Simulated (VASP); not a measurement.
# Ru (Fm-3m) in VASP: further runs, part 2 of 2

VASP 6.6.1. Earlier steps stand in the parts before.

## (6) Single point, PBE

This run uses another cell than the first one, of 14.67 Å³/atom.

File INCAR:

```
SYSTEM = Ru
ALGO = Normal ; EDIFF = 1E-6
ENCUT = 520 ; GGA = PE
ISIF = 2 ; ISMEAR = -1
LASPH = .TRUE. ; LCHARG = .TRUE.
LELF = .TRUE. ; LREAL = .FALSE.
LVHAR = .TRUE. ; LWAVE = .FALSE.
NBANDS = 13 ; NELM = 60
PREC = Accurate ; SIGMA = 0.06122561905347299
```

File KPOINTS:

```
k-points
0
G
  17 17 17
  0 0 0
```

File POSCAR:

```
Ru
1.0
    0.0000000000      1.9430366547      1.9430366547
    1.9430366547      0.0000000000      1.9430366547
    1.9430366547      1.9430366547      0.0000000000
Ru
1
Direct
    0.0000000000      0.0000000000      0.0000000000
```

Potentials or basis: VASP PAW PBE potentials, release 64 (Ru_pv).

Launch:

```console
$ cat potpaw_PBE.64/Ru_pv/POTCAR > POTCAR
$ mpirun -np 1 vasp_std > vasp.out
```

OUTCAR:

```text
SYSTEM = Ru
   EDIFF = 1E-6
   ENCUT = 520
   GGA = PE
   ISIF = 2
   ISMEAR = -1
   LASPH = .TRUE.
   LREAL = .FALSE.
   NELM = 60
   PREC = Accurate

 ion  position               nearest neighbor table
   1  0.000  0.000  0.000-

  LATTYP: Found a face centered cubic cell.
 ALAT       =     3.8860733094

  Lattice vectors:

 A1 = (   0.0000000000,   1.9430366547,   1.9430366547)
 A2 = (   1.9430366547,   0.0000000000,   1.9430366547)
 A3 = (   1.9430366547,   1.9430366547,   0.0000000000)

Analysis of symmetry for initial positions (statically):
=====================================================================
 Subroutine PRICEL returns:
 Original cell was already a primitive cell.

 Routine SETGRP: Setting up the symmetry group for a
 face centered cubic supercell.

 Subroutine GETGRP returns: Found 48 space group operations
 (whereof 48 operations were pure point group operations)
 out of a pool of 48 trial point group operations.

The static configuration has the point symmetry O_h .

Analysis of symmetry for dynamics (positions and initial velocities):
[... 165 lines left out ...]
      1     -31.0171      2.00000
      2     -31.0171      2.00000
      3     -31.0171      2.00000
      4       3.9472      2.00000
      5       9.1006      2.00000
      6       9.1006      2.00000
      7       9.1006      2.00000
      8      11.2708      1.76039
      9      11.2708      1.76039
     10      22.0338      0.00000
     11      26.4857      0.00000
     12      31.8029      0.00000
     13      31.8029      0.00000
[... 354 lines left out ...]
  band No.  band energies     occupation
      1     -31.1780      2.00000
      2     -31.0593      2.00000
      3     -31.0314      2.00000
      4       4.7650      2.00000
      5       8.7097      2.00000
      6       9.4014      2.00000
      7       9.4346      2.00000
      8      10.9272      1.99900
      9      11.3443      1.37701
     10      22.0339      0.00000
     11      27.6969      0.00000
     12      29.1026      0.00000
     13      32.2560      0.00000

 [... further k-points ...]

------------------------ aborting loop because EDIFF is reached ----------------------------------------

  FORCE on cell =-STRESS in cart. coord.  units (eV):
  Direction    XX          YY          ZZ          XY          YZ          ZX
  --------------------------------------------------------------------------------------
  -------------------------------------------------------------------------------------
  Total       -1.4223848     -1.4223848     -1.4223848     -0.0000000      0.0000000      0.0000000
  in kB     -155.3297760   -155.3297760   -155.3297760     -0.0000000      0.0000000      0.0000000
  external PRESSURE =    -155.3297760 kB  Pullay stress =       0.0000000 kB

 VOLUME and BASIS-vectors are now :
 -----------------------------------------------------------------------------
  energy-cutoff  :      520.00
  volume of cell :       14.67
      direct lattice vectors                 reciprocal lattice vectors
     0.000000000  1.943036655  1.943036655    -0.257329165  0.257329165  0.257329165
     1.943036655  0.000000000  1.943036655     0.257329165 -0.257329165  0.257329165
     1.943036655  1.943036655  0.000000000     0.257329165  0.257329165 -0.257329165

 POSITION                                       TOTAL-FORCE (eV/Angst)
 -----------------------------------------------------------------------------------
      0.00000      0.00000      0.00000         0.000000     -0.000000      0.000000
 -----------------------------------------------------------------------------------
    total drift:                                0.000000      0.000000      0.000000

  FREE ENERGIE OF THE ION-ELECTRON SYSTEM (eV)
  ---------------------------------------------------
  free  energy   TOTEN  =        -9.0806802062 eV

  energy  without entropy=       -9.0621491896  energy(sigma->0) =       -9.07141470
```

OSZICAR:

```text
N       E                     dE             d eps       ncg     rms          rms(c)
DAV:   1     0.105862996847E+03    0.10586E+03   -0.85185E+03  4319   0.114E+03
DAV:   2    -0.850524325702E+01   -0.11437E+03   -0.10982E+03  4690   0.322E+02
DAV:   3    -0.977437794971E+01   -0.12691E+01   -0.12605E+01  4800   0.370E+01
DAV:   4    -0.977814805502E+01   -0.37701E-02   -0.37700E-02  4695   0.219E+00
DAV:   5    -0.977817384180E+01   -0.25787E-04   -0.25787E-04  4915   0.165E-01    0.105E+01
DAV:   6    -0.911759692975E+01    0.66058E+00   -0.11465E+00  4375   0.139E+01    0.236E+00
DAV:   7    -0.908436761942E+01    0.33229E-01   -0.55954E-02  4730   0.281E+00    0.686E-01
DAV:   8    -0.908064557994E+01    0.37220E-02   -0.33725E-03  4345   0.758E-01    0.101E-01
DAV:   9    -0.908067684866E+01   -0.31269E-04   -0.62120E-05  4845   0.106E-01    0.227E-02
DAV:  10    -0.908068008051E+01   -0.32318E-05   -0.30646E-06  4455   0.192E-02    0.206E-03
DAV:  11    -0.908068020621E+01   -0.12570E-06   -0.39937E-08  2370   0.242E-03
   1 F= -.90806802E+01 E0= -.90714147E+01  d E =-.185310E-01
```

Wall time 35 s (1 thread of Intel Xeon 8259CL, shared host); peak memory 0.15 GiB.

Results:

```yaml
Free_energy: -9.0807 eV
Pressure: -15.5 GPa
Band_gap_on_the_k_mesh: zero (bands 7 and 8 overlap by 3.04 eV)
```

Caveat: the cell stands under tension.

## (7) The runs side by side

```csv
cell,gap on the mesh (eV),pressure (GPa)
"a = 2.677 Å, angles 60.0°, 1 atom",none,6.4
"a = 2.695 Å, angles 60.0°, 1 atom",none,-0.1
"a = 2.713 Å, angles 60.0°, 1 atom",none,-5.9
"a = 2.730 Å, angles 60.0°, 1 atom",none,-11.0
"a = 2.748 Å, angles 60.0°, 1 atom",none,-15.5
```

Alike in all rows: task single point; level PBE; potentials or basis VASP PAW PBE potentials, release 64 (Ru_pv); no spin polarisation; k mesh 17 × 17 × 17; cutoff (eV) 520; smearing fermi-dirac 0.0612256 eV.

Caveats: the cell stands under tension (at least some runs); the cell stands under pressure (at least some runs).

Absolute energies hang on the potentials; compare differences alone.
